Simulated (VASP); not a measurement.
# Sc (Fm-3m) in VASP: further runs, part 2 of 2

VASP 6.6.1. Earlier steps stand in the parts before.

### 5 Single point, PBE (volume scaled by 0.94)

INCAR

```
ALGO = Normal
EDIFF = 1E-6
ENCUT = 520
GGA = PE
ISIF = 2
ISMEAR = -1
LASPH = T
LCHARG = F
LREAL = F
LWAVE = F
NBANDS = 12
NELM = 100
PREC = Accurate
SIGMA = 0.05
```

KPOINTS

```
k-points
0
Gamma
  10 10 10
```

POSCAR

```
Sc
1.0
    0.0000000000      2.2138646057      2.2138646057
    2.2138646057      0.0000000000      2.2138646057
    2.2138646057      2.2138646057      0.0000000000
Sc
1
Direct
    0.0000000000      0.0000000000      0.0000000000
```

Potentials or basis: VASP PAW PBE potentials, release 64 (Sc_sv).

Started as:

```
cat potpaw_PBE.64/Sc_sv/POTCAR > POTCAR
mpirun -np 1 vasp_std > vasp.out
```

OUTCAR:

```text
EDIFF = 1E-6
   ENCUT = 520
   GGA = PE
   ISIF = 2
   ISMEAR = -1
   LASPH = T
   LREAL = F
   NELM = 100
   PREC = Accurate

 ion  position               nearest neighbor table
   1  0.000  0.000  0.000-

  LATTYP: Found a face centered cubic cell.
 ALAT       =     4.4277292114

  Lattice vectors:

 A1 = (   0.0000000000,   2.2138646057,   2.2138646057)
 A2 = (   2.2138646057,   0.0000000000,   2.2138646057)
 A3 = (   2.2138646057,   2.2138646057,   0.0000000000)

Analysis of symmetry for initial positions (statically):
=====================================================================
 Subroutine PRICEL returns:
 Original cell was already a primitive cell.

 Routine SETGRP: Setting up the symmetry group for a
 face centered cubic supercell.

 Subroutine GETGRP returns: Found 48 space group operations
 (whereof 48 operations were pure point group operations)
 out of a pool of 48 trial point group operations.

The static configuration has the point symmetry O_h .

Analysis of symmetry for dynamics (positions and initial velocities):
=====================================================================
 Subroutine PRICEL returns:
 Original cell was already a primitive cell.

 Routine SETGRP: Setting up the symmetry group for a
 face centered cubic supercell.

 Subroutine GETGRP returns: Found 48 space group operations
 (whereof 48 operations were pure point group operations)
 out of a pool of 48 trial point group operations.

The dynamic configuration has the point symmetry O_h .

 Subroutine INISYM returns: Found 48 space group operations
 (whereof 48 operations are pure point group operations),
 and found     1 'primitive' translations

----------------------------------------------------------------------------------------

                                     Primitive cell

  volume of cell :      21.7012

  direct lattice vectors                    reciprocal lattice vectors
     0.000000000  2.213864606  2.213864606    -0.225849403  0.225849403  0.225849403
[... 110 lines left out ...]
   LHFCALC =     F    Hartree Fock is set to
   AEXX    =    0.0000 exact exchange contribution
   IVDW    =     0    specifies the selected vdW correction
   LEPSILON=     F    determine dielectric tensor
   LRPA    =     F    only Hartree local field effects (RPA)
 non-spin polarized calculation
  energy-cutoff  :      520.00
  volume of cell :       21.70
 maximum number of plane-waves:       598
   NGX = 11   NGY = 11   NGZ = 11

 number of electron      11.0000002 magnetization

 Free energy of the ion-electron system (eV)
  ---------------------------------------------------
  ext. energy  EPLUGINS =         0.00000000
  ---------------------------------------------------
  free energy    TOTEN  =        -6.13724531 eV

  energy without entropy =       -6.12191613  energy(sigma->0) =       -6.12958072

 E-fermi :   4.5161     XC(G=0): -10.3959

 val. band max:        4.5002703642   @ k =  -0.4000   0.4000   0.2000
 cond. band min:       4.5171268496   @ k =  -0.3000   0.4000   0.2000
 fundamental gap:      0.0168564854
 Fermi energy:         4.5161388557

 k-point     1 :       0.0000    0.0000    0.0000
  band No.  band energies     occupation
      1     -44.5777      2.00000
      2     -22.9034      2.00000
      3     -22.9034      2.00000
      4     -22.9034      2.00000
      5      -0.8840      2.00000
      6       6.2792      0.00000
      7       6.2792      0.00000
      8       6.2792      0.00000
      9       7.9089      0.00000
     10       7.9089      0.00000
     11      17.7438      0.00000
     12      21.6680      0.00000
[... 331 lines left out ...]
 k-point    24 :       0.4000    0.3000    0.0000
  band No.  band energies     occupation
      1     -44.4693      2.00000
      2     -23.3628      2.00000
      3     -23.0855      2.00000
      4     -23.0660      2.00000
      5       2.4790      2.00000
      6       4.1868      1.99725
      7       5.8958      0.00000
      8       7.9420      0.00000
      9       8.5736      0.00000
     10       8.9078      0.00000
     11      15.4525      0.00000
     12      16.7261      0.00000

 [... further k-points ...]

------------------------ aborting loop because EDIFF is reached ----------------------------------------

  FORCE on cell =-STRESS in cart. coord.  units (eV):
  Direction    XX          YY          ZZ          XY          YZ          ZX
  --------------------------------------------------------------------------------------
  -------------------------------------------------------------------------------------
  Total        1.1001409      1.1001409      1.1001409      0.0000000     -0.0000000      0.0000000
  in kB       81.2223841     81.2223841     81.2223841      0.0000000     -0.0000000      0.0000000
  external PRESSURE =      81.2223841 kB  Pullay stress =       0.0000000 kB

 VOLUME and BASIS-vectors are now :
 -----------------------------------------------------------------------------
  energy-cutoff  :      520.00
  volume of cell :       21.70
      direct lattice vectors                 reciprocal lattice vectors
     0.000000000  2.213864606  2.213864606    -0.225849403  0.225849403  0.225849403
     2.213864606  0.000000000  2.213864606     0.225849403 -0.225849403  0.225849403
     2.213864606  2.213864606  0.000000000     0.225849403  0.225849403 -0.225849403

 POSITION                                       TOTAL-FORCE (eV/Angst)
 -----------------------------------------------------------------------------------
      0.00000      0.00000      0.00000         0.000000      0.000000      0.000000
 -----------------------------------------------------------------------------------
    total drift:                               -0.000000      0.000000      0.000000

  FREE ENERGIE OF THE ION-ELECTRON SYSTEM (eV)
  ---------------------------------------------------
  free  energy   TOTEN  =        -6.1372453129 eV

  energy  without entropy=       -6.1219161307  energy(sigma->0) =       -6.12958072
```

OSZICAR:

```text
N       E                     dE             d eps       ncg     rms          rms(c)
DAV:   1     0.705489158242E+02    0.70549E+02   -0.51540E+03  1136   0.913E+02
DAV:   2    -0.534716179308E+01   -0.75896E+02   -0.74044E+02  1128   0.278E+02
DAV:   3    -0.668710553190E+01   -0.13399E+01   -0.13045E+01  1472   0.503E+01
DAV:   4    -0.670865518949E+01   -0.21550E-01   -0.21545E-01  1460   0.479E+00
DAV:   5    -0.670893557038E+01   -0.28038E-03   -0.28038E-03  1488   0.498E-01    0.606E+00
DAV:   6    -0.620772565058E+01    0.50121E+00   -0.75774E-01  1684   0.128E+01    0.189E+00
DAV:   7    -0.614137556558E+01    0.66350E-01   -0.14895E-01  1752   0.549E+00    0.494E-01
DAV:   8    -0.613733087563E+01    0.40447E-02   -0.70481E-03  1316   0.113E+00    0.868E-02
DAV:   9    -0.613724012392E+01    0.90752E-04   -0.33902E-04  1720   0.292E-01    0.208E-02
DAV:  10    -0.613724470345E+01   -0.45795E-05   -0.14141E-05  1372   0.433E-02    0.282E-03
DAV:  11    -0.613724531286E+01   -0.60940E-06   -0.33539E-07   764   0.787E-03
   1 F= -.61372453E+01 E0= -.61295807E+01  d E =-.153292E-01
```

Run time: 3.6 s. Hardware: 1 thread of Intel Xeon 6975P-C (Granite Rapids), shared host; peak memory 0.13 GiB.

What came out:

```
Free energy : -6.1372 eV
Pressure    : 8.1 GPa
```

### 6 Single point, PBE

INCAR

```
SYSTEM = Sc
PREC = Accurate
ENCUT = 520
EDIFF = 1E-7
ISMEAR = -1
SIGMA = 0.05
LREAL = .False.
LASPH = .True.
NELM = 60
ALGO = Normal
ISIF = 2
LWAVE = .False.
LCHARG = .True.
GGA = PE
LELF = .True.
LVHAR = .True.
NBANDS = 12
```

KPOINTS

```
regular mesh
0
Gamma
  10 10 10
  0 0 0
```

POSCAR

```
Sc
1.0
    0.0000000000      2.2600000000      2.2600000000
    2.2600000000      0.0000000000      2.2600000000
    2.2600000000      2.2600000000      0.0000000000
Sc
1
Direct
    0.0000000000      0.0000000000      0.0000000000
```

Potentials or basis: VASP PAW PBE potentials, release 64 (Sc_sv).

Started as:

```
cat potpaw_PBE.64/Sc_sv/POTCAR > POTCAR
mpirun -np 1 vasp_std > vasp.out
```

It took 4.3 s on 1 thread of Intel Xeon 6975P-C (Granite Rapids), shared host; peak memory 0.13 GiB.

Results (log left out):

```
Free energy : -6.1889 eV
Pressure    : 3.8 GPa
```

Levels at points of the mesh, in eV from the Fermi level:
```csv
k point,band 2,band 3,band 4,band 5,band 6,band 7,band 8,band 9
"(0.00, 0.00, 0.00)",-27.63,-27.63,-27.63,-5.31,1.68,1.68,1.68,3.18
"(0.50, 0.00, 0.00)",-28.12,-27.70,-27.70,-1.84,0.36,1.55,1.55,4.15
"(0.50, 0.50, 0.00)",-28.09,-27.81,-27.81,-1.66,-0.71,2.16,4.15,4.41
```

### 7 Overview

```tsv
task	level	cell	cutoff (eV)	gap on the mesh (eV)	pressure (GPa)
relaxation of cell and atoms	PBEsol	relaxed to 30 GPa from a = 3.196 Å, angles 60.0°, 1 atom	600	none	30.0
single point	PBEsol	a = 3.196 Å, angles 60.0°, 1 atom	520	none	1.3
single point	PBE	a = 3.131 Å, angles 60.0°, 1 atom	520	none	8.1
single point	PBE	a = 3.196 Å, angles 60.0°, 1 atom	520	none	3.8
```

Alike in all rows: potentials or basis VASP PAW PBE potentials, release 64 (Sc_sv); no spin polarisation; k mesh 10 × 10 × 10; smearing fermi-dirac 0.05 eV.

Caveats: the PAW data sets were made with another functional, which shifts forces and pressure a little (some runs); the cell is relaxed towards a set pressure, so the enthalpy falls and the energy may rise (some runs).

Total energies depend on the potentials used, so only differences within one code and one set of settings carry meaning.
